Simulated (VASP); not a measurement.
# Si (P6_3/mmc) in VASP: notebook

Runs on Si. Level: PBE. Tasks: single point.

Program: VASP 6.6.1. These are calculated values, not measurements. Logs are shortened: lines on timing, memory, paths and dates and some standing lists are left out, and cuts for length are marked.

## (1) The cell of the first run

Symmetry: P6_3/mmc, No. 194, hexagonal system. Conventional cell: a = 3.756 Å, b = 3.756 Å, c = 6.691 Å, α = 90.00°, β = 90.00°, γ = 120.00°. Within 2.9 Å of Si (site symmetry 3m) lie 4 Si at 2.19 to 2.46 Å.

This isn't the form of Si at room conditions, which is diamond.

## (2) Single point, PBE

INCAR

```
  PREC = Accurate
  ENCUT = 520
  EDIFF = 1E-6
  ISMEAR = 0
  SIGMA = 0.05
  LREAL = F
  LASPH = T
  NELM = 100
  ALGO = Normal
  ISIF = 2
  LWAVE = F
  LCHARG = F
  GGA = PE
  NBANDS = 16
```

KPOINTS

```
Automatic mesh
0
Gamma
  12 12 6
```

POSCAR

```
Si
1.0
    3.7558710575      0.0000000000      0.0000000000
   -1.8779355288      3.2526797491      0.0000000000
    0.0000000000      0.0000000000      6.6914598761
Si
4
Direct
    0.3333333333      0.6666666667      0.0864996323
    0.6666666667      0.3333333333      0.5864996323
    0.3333333333      0.6666666667      0.4135003677
    0.6666666667      0.3333333333      0.9135003677
```

Potentials or basis: VASP PAW PBE potentials, release 64 (Si).

Run with:

```bash
$ cat potpaw_PBE.64/Si/POTCAR > POTCAR
$ mpirun -np 1 vasp_std > vasp.out
```

OUTCAR:

```text
PREC = Accurate
   ENCUT = 520
   EDIFF = 1E-6
   ISMEAR = 0
   LREAL = F
   LASPH = T
   NELM = 100
   ISIF = 2
   GGA = PE

 ion  position               nearest neighbor table
   1  0.333  0.667  0.086-   3 2.19   4 2.46   4 2.46   4 2.46
   2  0.667  0.333  0.586-   4 2.19   3 2.46   3 2.46   3 2.46
   3  0.333  0.667  0.414-   1 2.19   2 2.46   2 2.46   2 2.46
   4  0.667  0.333  0.914-   2 2.19   1 2.46   1 2.46   1 2.46

  LATTYP: Found a hexagonal cell.
 ALAT       =     3.7558710575
 C/A-ratio  =     1.7816000000

  Lattice vectors:

 A1 = (   3.7558710575,   0.0000000000,   0.0000000000)
 A2 = (  -1.8779355288,   3.2526797491,   0.0000000000)
 A3 = (   0.0000000000,   0.0000000000,   6.6914598761)

Analysis of symmetry for initial positions (statically):
=====================================================================
 Subroutine PRICEL returns:
 Original cell was already a primitive cell.

 Routine SETGRP: Setting up the symmetry group for a
 hexagonal supercell.

 Subroutine GETGRP returns: Found 24 space group operations
 (whereof 12 operations were pure point group operations)
 out of a pool of 24 trial point group operations.

The static configuration has the point symmetry D_3d.
 The point group associated with its full space group is D_6h.

Analysis of symmetry for dynamics (positions and initial velocities):
=====================================================================
 Subroutine PRICEL returns:
 Original cell was already a primitive cell.

 Routine SETGRP: Setting up the symmetry group for a
 hexagonal supercell.

 Subroutine GETGRP returns: Found 24 space group operations
 (whereof 12 operations were pure point group operations)
 out of a pool of 24 trial point group operations.

The dynamic configuration has the point symmetry D_3d.
 The point group associated with its full space group is D_6h.

 Subroutine INISYM returns: Found 24 space group operations
 (whereof 12 operations are pure point group operations),
 and found     1 'primitive' translations

----------------------------------------------------------------------------------------

                                     Primitive cell

  volume of cell :      81.7472

  direct lattice vectors                    reciprocal lattice vectors
[... 91 lines left out ...]
   EDIFF  = 0.1E-05   stopping-criterion for ELM
   LREAL  =      F    real-space projection
   EDIFFG = 0.1E-04   stopping-criterion for IOM
   NSW    =      0    number of steps for IOM
   IBRION =     -1    ionic relax: 0-MD 1-quasi-New 2-CG
   NFREE  =      0    steps in history (QN), initial steepest desc. (CG)
   ISIF   =      2    stress and relaxation
   ISYM   =      2    0-nonsym 1-usesym 2-fastsym
   POTIM  = 0.5000    time-step for ionic-motion
   TEBEG  =    0.0;   TEEND  =   0.0 temperature during run
   PSTRESS=    0.0 pullay stress
   NELECT =      16.0000    total number of electrons
   NUPDOWN=      -1.0000    fix difference up-down
   EMIN   =  10.00;   EMAX   =-10.00  energy-range for DOS
   EFERMI =   0.00;   METHOD = LEGACY
   ISMEAR =     0;   SIGMA  =   0.05  broadening in eV -4-tet -1-fermi 0-gaus
   EFERMI_NEDOS =   21; number of points for ismear=-14 and -15
   IALGO  =     38    algorithm
   IMIX   =      4    mixing-type and parameters
     AMIX     =   0.40;   BMIX     =  1.00
     AMIX_MAG =   1.60;   BMIX_MAG =  1.00
  volume/ion in A,a.u.               =      20.44       137.91
  Fermi-wavevector in a.u.,A,eV,Ry     =   0.950511  1.796206 12.292475  0.903471
  Thomas-Fermi vector in A             =   2.078895
   LORBIT       =      0    0 simple, 1 ext, 2 COOP (PROOUT), +10 PAW based schemes
   GGA     = PE    functional components
   LHFCALC =     F    Hartree Fock is set to
   AEXX    =    0.0000 exact exchange contribution
   IVDW    =     0    specifies the selected vdW correction
   LEPSILON=     F    determine dielectric tensor
   LRPA    =     F    only Hartree local field effects (RPA)
 non-spin polarized calculation
 Gauss-broadening in eV      SIGMA  =   0.05
  energy-cutoff  :      520.00
  volume of cell :       81.75
 maximum number of plane-waves:      2241
 NGX is ok and might be reduce to    28

 number of electron      16.0000000 magnetization

 Free energy of the ion-electron system (eV)
  ---------------------------------------------------
  ext. energy  EPLUGINS =         0.00000000
  ---------------------------------------------------
  free energy    TOTEN  =       -20.56084401 eV

  energy without entropy =      -20.55935896  energy(sigma->0) =      -20.56010148

 E-fermi :   6.1105     XC(G=0):  -9.3868

 val. band max:        6.0977045879   @ k =   0.0833  -0.0000   0.0000
 cond. band min:       6.1239984806   @ k =   0.4167   0.0833   0.3333
 fundamental gap:      0.0262938928
 Fermi energy:         6.1104669501

 k-point     1 :       0.0000    0.0000    0.0000
  band No.  band energies     occupation
      1      -6.2208      2.00000
      2      -3.7565      2.00000
      3      -2.5036      2.00000
      4       3.8580      2.00000
      5       5.1153      2.00000
      6       5.1153      2.00000
[... 433 lines left out ...]
      3      -1.4940      2.00000
      4       1.2889      2.00000
      5       1.5641      2.00000
      6       3.2570      2.00000
[... 8 lines left out ...]
     15      13.1939      0.00000
     16      13.2195      0.00000

 [... further k-points ...]

------------------------ aborting loop because EDIFF is reached ----------------------------------------

  FORCE on cell =-STRESS in cart. coord.  units (eV):
  Direction    XX          YY          ZZ          XY          YZ          ZX
  --------------------------------------------------------------------------------------
  -------------------------------------------------------------------------------------
  Total       -0.7596822     -0.7596822      1.1968357      0.0000000      0.0000000      0.0000000
  in kB      -14.8891411    -14.8891411     23.4569885      0.0000000      0.0000000      0.0000000
  external PRESSURE =      -2.1070979 kB  Pullay stress =       0.0000000 kB

 VOLUME and BASIS-vectors are now :
 -----------------------------------------------------------------------------
  energy-cutoff  :      520.00
  volume of cell :       81.75
      direct lattice vectors                 reciprocal lattice vectors
     3.755871057  0.000000000  0.000000000     0.266249822  0.153719406  0.000000000
    -1.877935529  3.252679749  0.000000000     0.000000000  0.307438813  0.000000000
     0.000000000  0.000000000  6.691459876     0.000000000  0.000000000  0.149444220

 POSITION                                       TOTAL-FORCE (eV/Angst)
 -----------------------------------------------------------------------------------
     -0.00000      2.16845      0.57881        -0.000000      0.000000     -3.814198
      1.87794      1.08423      3.92454         0.000000     -0.000000     -3.814198
     -0.00000      2.16845      2.76692        -0.000000     -0.000000      3.814198
      1.87794      1.08423      6.11265         0.000000     -0.000000      3.814198
 -----------------------------------------------------------------------------------
    total drift:                               -0.000000      0.000000      0.000000

  FREE ENERGIE OF THE ION-ELECTRON SYSTEM (eV)
  ---------------------------------------------------
  free  energy   TOTEN  =       -20.5608440088 eV

  energy  without entropy=      -20.5593589595  energy(sigma->0) =      -20.56010148
```

OSZICAR:

```text
N       E                     dE             d eps       ncg     rms          rms(c)
DAV:   1     0.259340878910E+02    0.25934E+02   -0.59316E+03  2432   0.815E+02
DAV:   2    -0.190954361346E+02   -0.45030E+02   -0.41173E+02  3288   0.120E+02
DAV:   3    -0.208802901164E+02   -0.17849E+01   -0.17573E+01  3408   0.220E+01
DAV:   4    -0.209015979762E+02   -0.21308E-01   -0.21303E-01  2912   0.309E+00
DAV:   5    -0.209019626316E+02   -0.36466E-03   -0.36463E-03  3400   0.382E-01    0.659E+00
DAV:   6    -0.206630123998E+02    0.23895E+00   -0.97865E-02  2960   0.150E+00    0.397E+00
DAV:   7    -0.205594285454E+02    0.10358E+00   -0.18771E-01  3040   0.214E+00    0.265E-01
DAV:   8    -0.205604442198E+02   -0.10157E-02   -0.15637E-02  2896   0.663E-01    0.127E-01
DAV:   9    -0.205607776977E+02   -0.33348E-03   -0.74987E-04  3272   0.163E-01    0.823E-02
DAV:  10    -0.205608305906E+02   -0.52893E-04   -0.15566E-04  2928   0.610E-02    0.200E-02
DAV:  11    -0.205608425357E+02   -0.11945E-04   -0.15972E-05  3280   0.238E-02    0.930E-03
DAV:  12    -0.205608442944E+02   -0.17587E-05   -0.20080E-06  2744   0.776E-03    0.204E-03
DAV:  13    -0.205608440088E+02    0.28560E-06   -0.10004E-07  1656   0.170E-03
   1 F= -.20560844E+02 E0= -.20560101E+02  d E =-.148505E-02
```

Run time: 2.1 min. Hardware: 1 thread of Intel Xeon 8259CL, shared host; peak memory 0.22 GiB.

What came out:

```
Free energy            : -20.5608 eV
Pressure               : -0.2 GPa
Largest force          : 3.814 eV/Å
Band gap on the k mesh : zero (bands 8 and 9 overlap by 1.19 eV)
```

Forces in eV/Å, atoms in the order of the input:
```
Si   0.000  0.000 -3.814
Si   0.000  0.000 -3.814
Si   0.000  0.000  3.814
Si   0.000  0.000  3.814
```

Levels at points of the mesh, in eV from the Fermi level:
```tsv
k point	band 6	band 7	band 8	band 9	band 10	band 11
(0.00, 0.00, 0.00)	-1.00	0.78	0.78	1.28	1.73	1.73
(0.50, 0.00, 0.00)	-3.94	-2.65	-0.85	0.85	1.21	1.93
(0.00, 0.00, 0.50)	-0.40	-0.40	-0.40	2.58	2.58	3.14
(0.50, 0.00, 0.50)	-3.41	-2.00	-2.00	0.04	0.04	1.94
```

Caveat: forces of over 1 eV/Å act on the atoms, so gaps and moduli don't describe the material at rest.

## (3) Single point, PBE

This run uses another cell than the first one, of the same volume but with other edges.

INCAR

```
SYSTEM = Si
ALGO = Normal
EDIFF = 1E-7
ENCUT = 520
GGA = PE
ISIF = 2
ISMEAR = 0
LASPH = .TRUE.
LCHARG = .FALSE.
LREAL = .FALSE.
LWAVE = .FALSE.
NBANDS = 16
NELM = 100
PREC = Accurate
SIGMA = 0.05
```

KPOINTS

```
k-points
0
G
  12 12 6
  0 0 0
```

POSCAR

```
Si
1.0
    3.6973121707      0.0000000000      0.0000000000
   -1.8486560853      3.2019662655      0.0000000000
    0.0000000000      0.0000000000      6.9051002099
Si
4
Direct
    0.3333333333      0.6666666667      0.0487915372
    0.6666666667      0.3333333333      0.5487915372
    0.3333333333      0.6666666667      0.4512084628
    0.6666666667      0.3333333333      0.9512084628
```

Potentials or basis: VASP PAW PBE potentials, release 64 (Si).

Run with:

```bash
$ cat potpaw_PBE.64/Si/POTCAR > POTCAR
$ mpirun -np 1 vasp_std > vasp.out
```

Wall time 2.3 min (1 thread of Intel Xeon 8259CL, shared host); peak memory 0.23 GiB.

The run converged. Its results:

```yaml
Free_energy: -20.5732 eV
Pressure: 6.2 GPa
Largest_force: 2.023 eV/Å
Band_gap_on_the_k_mesh: 0.02 eV
```

Forces in eV/Å, atoms in the order of the input:
```
Si   0.000  0.000  2.023
Si   0.000  0.000  2.023
Si   0.000  0.000 -2.023
Si   0.000  0.000 -2.023
```

Stress tensor (GPa, compression positive):
```
 14.74   0.00   0.00
  0.00  14.74   0.00
  0.00   0.00 -10.81
```

Levels at points of the mesh, in eV from the valence-band top:
```csv
k point,band 5,band 6,band 7,band 8,band 9,band 10,band 11,band 12
"(0.00, 0.00, 0.00)",-1.45,-0.72,-0.72,-0.25,0.14,1.91,2.45,2.45
"(0.50, 0.00, 0.00)",-4.07,-3.12,-2.38,-2.30,0.48,1.69,2.05,3.28
"(0.00, 0.00, 0.50)",-1.12,-1.12,-1.12,-1.12,2.35,2.35,2.95,2.95
"(0.50, 0.00, 0.50)",-2.76,-2.76,-2.42,-2.42,0.52,0.52,1.04,1.04
```

Caveat: the stress differs along the axes, from -11 to 15 GPa; semilocal functionals underestimate gaps, and a narrow one can read as zero; forces of over 1 eV/Å act on the atoms, so gaps and moduli don't describe the material at rest.

## (4) Single point, PBE

This run uses another cell than the first one, of the same volume but with other edges.

INCAR

```
ALGO = Normal ; EDIFF = 1E-6
ENCUT = 520 ; GGA = PE
ISIF = 2 ; ISMEAR = 0
LASPH = T ; LCHARG = F
LREAL = F ; LWAVE = F
NBANDS = 16 ; NELM = 100
PREC = Accurate ; SIGMA = 0.05
```

KPOINTS

```
k-points
0
Gamma
  12 12 6
```

POSCAR

```
Si
1.0
    3.9946794941      0.0000000000      0.0000000000
   -1.9973397471      3.4594939219      0.0000000000
    0.0000000000      0.0000000000      5.9153213949
Si
4
Direct
    0.3333333333      0.6666666667      0.0864996323
    0.6666666667      0.3333333333      0.5864996323
    0.3333333333      0.6666666667      0.4135003677
    0.6666666667      0.3333333333      0.9135003677
```

Run with:

```bash
$ cat potpaw_PBE.64/Si/POTCAR > POTCAR
$ mpirun -np 1 vasp_std > vasp.out
```

Run time: 2.4 min. Hardware: 1 thread of Intel Xeon 8259CL, shared host; peak memory 0.23 GiB.

Results (log left out):

```
Free energy            : -18.3922 eV
Pressure               : 12.6 GPa
Largest force          : 9.289 eV/Å
Band gap on the k mesh : zero (bands 8 and 9 overlap by 0.89 eV)
```

Forces on the atoms (eV/Å):
```
Si   0.000  0.000 -9.289
Si   0.000  0.000 -9.289
Si   0.000  0.000  9.289
Si   0.000  0.000  9.289
```

Stress tensor (GPa, compression positive):
```
-10.76   0.00   0.00
  0.00 -10.76   0.00
  0.00   0.00  59.41
```

Levels at points of the mesh, in eV from the Fermi level:
| k point | band 6 | band 7 | band 8 | band 9 | band 10 | band 11 |
| --- | --- | --- | --- | --- | --- | --- |
| (0.00, 0.00, 0.00) | -1.85 | 0.17 | 0.47 | 0.47 | 0.57 | 0.57 |
| (0.50, 0.00, 0.00) | -4.07 | -3.62 | -0.73 | 0.05 | 1.05 | 1.73 |
| (0.00, 0.00, 0.50) | -1.49 | -1.49 | -1.49 | 1.38 | 1.38 | 2.48 |
| (0.50, 0.00, 0.50) | -2.79 | -2.72 | -2.72 | 0.42 | 0.42 | 2.25 |

Caveat: the stress differs along the axes, from -11 to 59 GPa; forces of over 1 eV/Å act on the atoms, so gaps and moduli don't describe the material at rest.

## (5) Summary

| cell | gap on the mesh (eV) | pressure (GPa) | largest force (eV/Å) |
| --- | --- | --- | --- |
| a = 3.756, b = 3.756, c = 6.691 Å, angles 90.0, 90.0, 120.0°, 4 atoms, atomic positions A | none | -0.2 | 3.81 |
| a = 3.697, b = 3.697, c = 6.905 Å, angles 90.0, 90.0, 120.0°, 4 atoms, atomic positions B | 0.02 | 6.2 | 2.02 |
| a = 3.995, b = 3.995, c = 5.915 Å, angles 90.0, 90.0, 120.0°, 4 atoms, atomic positions A | none | 12.6 | 9.29 |

Alike in all rows: task single point; level PBE; potentials or basis VASP PAW PBE potentials, release 64 (Si); no spin polarisation; k mesh 12 × 12 × 6; cutoff (eV) 520; smearing gaussian 0.05 eV.

Caveats: forces of over 1 eV/Å act on the atoms, so gaps and moduli don't describe the material at rest; the stress differs along the axes, from -11 to 15 GPa (at least some runs); semilocal functionals underestimate gaps, and a narrow one can read as zero (at least some runs); the stress differs along the axes, from -11 to 59 GPa (at least some runs).

Total energies depend on the potentials used, so only differences within one code and one set of settings carry meaning.

The gap in the log of VASP goes by the Fermi energy; the results here count the filled bands.